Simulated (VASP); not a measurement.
# SrCl2 (Fm-3m) in VASP: further runs

Aim: see how the results for SrCl2 move with the level of theory and the settings. Levels: PBEsol, LDA. Tasks: relaxation of cell and atoms.

All numbers are computed with VASP 6.6.1; they aren't measurements. Logs are shortened: lines on timing, memory, paths and dates and some standing lists are left out, and cuts for length are marked.

## Step 1: The cell of the first run

It takes space group Fm-3m (No. 225, cubic). Conventional cell: a = 7.038 Å, b = 7.038 Å, c = 7.038 Å, α = 90.00°, β = 90.00°, γ = 90.00°. Sr (site symmetry m-3m) has 8 Cl at 3.05 Å within 4.0 Å. Within 4.0 Å of Cl (site symmetry -43m) lie 4 Sr at 3.05 Å and 6 Cl at 3.52 Å.

## Step 2: Relaxation of cell and atoms, PBEsol

Contents of INCAR:

```
ALGO     = Normal         # electronic algorithm
EDIFF    = 1E-6           # SCF threshold, eV
EDIFFG   = -0.005         # ionic threshold
ENCUT    = 600            # plane-wave cutoff, eV
GGA      = PS             # functional
IBRION   = 2              # ionic algorithm
ISIF     = 3              # what is computed and relaxed
ISMEAR   = -1             # smearing method
LASPH    = T              # aspherical terms in the spheres
LCHARG   = F              # write CHGCAR
LREAL    = F              # projectors in reciprocal space
LWAVE    = F              # write WAVECAR
NELM     = 60             # most SCF steps
NSW      = 80             # ionic steps
PREC     = Accurate       # precision mode
SIGMA    = 0.02           # smearing width, eV
```

Contents of KPOINTS:

```
k-points
0
Gamma
  6 6 6
```

Contents of POSCAR:

```
SrCl2
1.0
    0.0000000000      3.5192138322      3.5192138322
    3.5192138322      0.0000000000      3.5192138322
    3.5192138322      3.5192138322      0.0000000000
Sr Cl
1 2
Direct
    0.0000000000      0.0000000000      0.0000000000
    0.2500000000      0.2500000000      0.2500000000
    0.7500000000      0.7500000000      0.7500000000
```

Potentials or basis: VASP PAW PBE potentials, release 64 (Sr_sv, Cl).

Started as:

```bash
cat potpaw_PBE.64/Sr_sv/POTCAR potpaw_PBE.64/Cl/POTCAR > POTCAR
mpirun -np 1 vasp_std > vasp.out
```

OUTCAR:

```text
EDIFF = 1E-6
   EDIFFG = -0.005
   ENCUT = 600
   GGA = PS
   IBRION = 2
   ISIF = 3
   ISMEAR = -1
   LASPH = T
   LREAL = F
   NELM = 60
   NSW = 80
   PREC = Accurate

 ion  position               nearest neighbor table
   1  0.000  0.000  0.000-   3 3.05   3 3.05   3 3.05   2 3.05   3 3.05   2 3.05   2 3.05   2 3.05

   2  0.250  0.250  0.250-   1 3.05   1 3.05   1 3.05   1 3.05
   3  0.750  0.750  0.750-   1 3.05   1 3.05   1 3.05   1 3.05

  LATTYP: Found a face centered cubic cell.
 ALAT       =     7.0384276644

  Lattice vectors:

 A1 = (   0.0000000000,   3.5192138322,   3.5192138322)
 A2 = (   3.5192138322,   0.0000000000,   3.5192138322)
 A3 = (   3.5192138322,   3.5192138322,   0.0000000000)

Analysis of symmetry for initial positions (statically):
=====================================================================
 Subroutine PRICEL returns:
 Original cell was already a primitive cell.

 Routine SETGRP: Setting up the symmetry group for a
 face centered cubic supercell.

 Subroutine GETGRP returns: Found 48 space group operations
 (whereof 48 operations were pure point group operations)
 out of a pool of 48 trial point group operations.

The static configuration has the point symmetry O_h .

Analysis of symmetry for dynamics (positions and initial velocities):
=====================================================================
 Subroutine PRICEL returns:
 Original cell was already a primitive cell.

 Routine SETGRP: Setting up the symmetry group for a
 face centered cubic supercell.

 Subroutine GETGRP returns: Found 48 space group operations
 (whereof 48 operations were pure point group operations)
 out of a pool of 48 trial point group operations.

The dynamic configuration has the point symmetry O_h .

 Subroutine INISYM returns: Found 48 space group operations
 (whereof 48 operations are pure point group operations),
 and found     1 'primitive' translations

----------------------------------------------------------------------------------------

                                     Primitive cell

  volume of cell :      87.1700

  direct lattice vectors                    reciprocal lattice vectors
     0.000000000  3.519213832  3.519213832    -0.142077187  0.142077187  0.142077187
     3.519213832  0.000000000  3.519213832     0.142077187 -0.142077187  0.142077187
     3.519213832  3.519213832  0.000000000     0.142077187  0.142077187 -0.142077187

[... 63 lines left out ...]
   ions per type =               1   2
   NGX,Y,Z   is equivalent  to a cutoff of  13.36, 13.36, 13.36 a.u.
   NGXF,Y,Z  is equivalent  to a cutoff of  26.72, 26.72, 26.72 a.u.
 SYSTEM =  unknown system
   PREC   = accura    normal or accurate (medium, high low for compatibility)
   ISTART =      0    job   : 0-new  1-cont  2-samecut
   ICHARG =      2    charge: 1-file 2-atom 10-const
   ISPIN  =      1    spin polarized calculation?
   LNONCOLLINEAR =      F non collinear calculations
   LSORBIT =      F    spin-orbit coupling
   LASPH  =      T    aspherical Exc in radial PAW
   ENCUT  =  600.0 eV  44.10 Ry    6.64 a.u.   9.94  9.94  9.94*2*pi/ulx,y,z
   NELM   =     60;   NELMIN=  2; NELMDL= -5     # of ELM steps
   EDIFF  = 0.1E-05   stopping-criterion for ELM
   LREAL  =      F    real-space projection
   EDIFFG = -.5E-02   stopping-criterion for IOM
   NSW    =     80    number of steps for IOM
   IBRION =      2    ionic relax: 0-MD 1-quasi-New 2-CG
   NFREE  =      1    steps in history (QN), initial steepest desc. (CG)
   ISIF   =      3    stress and relaxation
   ISYM   =      2    0-nonsym 1-usesym 2-fastsym
   POTIM  = 0.5000    time-step for ionic-motion
   TEBEG  =    0.0;   TEEND  =   0.0 temperature during run
   PSTRESS=    0.0 pullay stress
   NELECT =      24.0000    total number of electrons
   NUPDOWN=      -1.0000    fix difference up-down
   EMIN   =  10.00;   EMAX   =-10.00  energy-range for DOS
   EFERMI =   0.00;   METHOD = LEGACY
   ISMEAR =    -1;   SIGMA  =   0.02  broadening in eV -4-tet -1-fermi 0-gaus
   EFERMI_NEDOS =   21; number of points for ismear=-14 and -15
   IALGO  =     38    algorithm
   IMIX   =      4    mixing-type and parameters
     AMIX     =   0.40;   BMIX     =  1.00
     AMIX_MAG =   1.60;   BMIX_MAG =  1.00
  volume/ion in A,a.u.               =      29.06       196.08
  Fermi-wavevector in a.u.,A,eV,Ry     =   1.065016  2.012589 15.432541  1.134260
  Thomas-Fermi vector in A             =   2.200554
   LORBIT       =      0    0 simple, 1 ext, 2 COOP (PROOUT), +10 PAW based schemes
   GGA     = PS    functional components
   LHFCALC =     F    Hartree Fock is set to
   AEXX    =    0.0000 exact exchange contribution
   IVDW    =     0    specifies the selected vdW correction
   LEPSILON=     F    determine dielectric tensor
   LRPA    =     F    only Hartree local field effects (RPA)
 conjugate gradient relaxation of ions
 non-spin polarized calculation
  energy-cutoff  :      600.00
  volume of cell :       87.17
 maximum number of plane-waves:      2922
   NGX = 19   NGY = 19   NGZ = 19

--------------------------------------- Ionic step        1  -------------------------------------------

 number of electron      23.9999999 magnetization

 Free energy of the ion-electron system (eV)
  ---------------------------------------------------
  ext. energy  EPLUGINS =         0.00000000
  ---------------------------------------------------
  free energy    TOTEN  =       -13.31823535 eV

  energy without entropy =      -13.31823535  energy(sigma->0) =      -13.31823535

------------------------ aborting loop because EDIFF is reached ----------------------------------------

  FORCE on cell =-STRESS in cart. coord.  units (eV):
  Direction    XX          YY          ZZ          XY          YZ          ZX
  --------------------------------------------------------------------------------------
  -------------------------------------------------------------------------------------
  Total       -0.9490275     -0.9490275     -0.9490275      0.0000000      0.0000000     -0.0000000
  in kB      -17.4430493    -17.4430493    -17.4430493      0.0000000      0.0000000     -0.0000000
  external PRESSURE =     -17.4430493 kB  Pullay stress =       0.0000000 kB
[... 61 lines left out ...]
--------------------------------------- Ionic step        3  -------------------------------------------

 number of electron      24.0000003 magnetization

 Free energy of the ion-electron system (eV)
  ---------------------------------------------------
  ext. energy  EPLUGINS =         0.00000000
  ---------------------------------------------------
  free energy    TOTEN  =       -13.34316635 eV

  energy without entropy =      -13.34316635  energy(sigma->0) =      -13.34316635

 E-fermi :   0.7228     XC(G=0):  -8.6017

 val. band max:        0.2490557151   @ k =   0.5000   0.5000   0.0000
 cond. band min:       5.4743840674   @ k =   0.0000   0.0000   0.0000
 fundamental gap:      5.2253283523
 Fermi energy:         0.7227551916

 k-point     1 :       0.0000    0.0000    0.0000
  band No.  band energies     occupation
      1     -32.4721      2.00000
      2     -14.5003      2.00000
      3     -14.5003      2.00000
      4     -14.5003      2.00000
      5     -13.1273      2.00000
      6     -12.2067      2.00000
[... 323 lines left out ...]
  FREE ENERGIE OF THE ION-ELECTRON SYSTEM (eV)
  ---------------------------------------------------
  free  energy   TOTEN  =       -13.3431663501 eV

  energy  without entropy=      -13.3431663501  energy(sigma->0) =      -13.34316635

 reached required accuracy - stopping structural energy minimisation
```

OSZICAR:

```text
N       E                     dE             d eps       ncg     rms          rms(c)
DAV:   1     0.158199272125E+03    0.15820E+03   -0.12287E+04   512   0.149E+03
DAV:   2    -0.308772818963E+01   -0.16129E+03   -0.15691E+03   688   0.255E+02
DAV:   3    -0.131562695156E+02   -0.10069E+02   -0.10059E+02   680   0.680E+01
[... 25 lines left out ...]
DAV:   2    -0.133437883114E+02    0.32496E-02   -0.77651E-03   592   0.582E-01    0.154E-01
DAV:   3    -0.133431179880E+02    0.67032E-03   -0.21491E-03   928   0.284E-01    0.121E-01
DAV:   4    -0.133431362875E+02   -0.18300E-04   -0.12796E-04   920   0.666E-02    0.816E-02
DAV:   5    -0.133431666803E+02   -0.30393E-04   -0.89420E-05   904   0.492E-02    0.137E-02
DAV:   6    -0.133431663501E+02    0.33023E-06   -0.34919E-06   680   0.147E-02
   3 F= -.13343166E+02 E0= -.13343166E+02  d E =-.249310E-01
```

Wall time 1.8 min (1 thread of Intel Xeon 6975P-C, shared host); peak memory 0.24 GiB.

What came out:

```yaml
Free_energy: -13.3432 eV
Relaxed_volume: 27.60 Å³/atom
Relaxed_cell: a = 4.893 Å, b = 4.893 Å, c = 4.893 Å, α = 60.00°, β = 60.00°, γ = 60.00°
Space_group_after_relaxing_to_0.05_Å: Fm-3m (No. 225)
Energy_gained_by_relaxing: 8.3 meV/atom
Ionic_steps: 3
Pressure_after_relaxing: 0.0 GPa
Band_gap_on_the_k_mesh: 5.23 eV, indirect (least direct gap 5.34 eV)
```

Step by step:
```tsv
step	energy change (eV)	largest force (eV/Å)	pressure (GPa)	volume (Å³)
1	0.0000	0.0000	-1.74	87.17
2	-0.0247	0.0000	-0.20	83.24
3	-0.0249	0.0000	0.00	82.81
```

Final structure:
```xyz
3
Lattice="0.0000 3.4595 3.4595 3.4595 0.0000 3.4595 3.4595 3.4595 0.0000" Properties=species:S:1:pos:R:3 pbc="T T T"
Sr    0.0000    0.0000    0.0000
Cl    1.7298    1.7298    1.7298
Cl    5.1893    5.1893    5.1893
```

Caveat: the PAW data sets were made with another functional, which shifts forces and pressure a little. A hybrid or GW would open this gap; PBEsol tends to underestimate it.

[end of part 1 of 2]
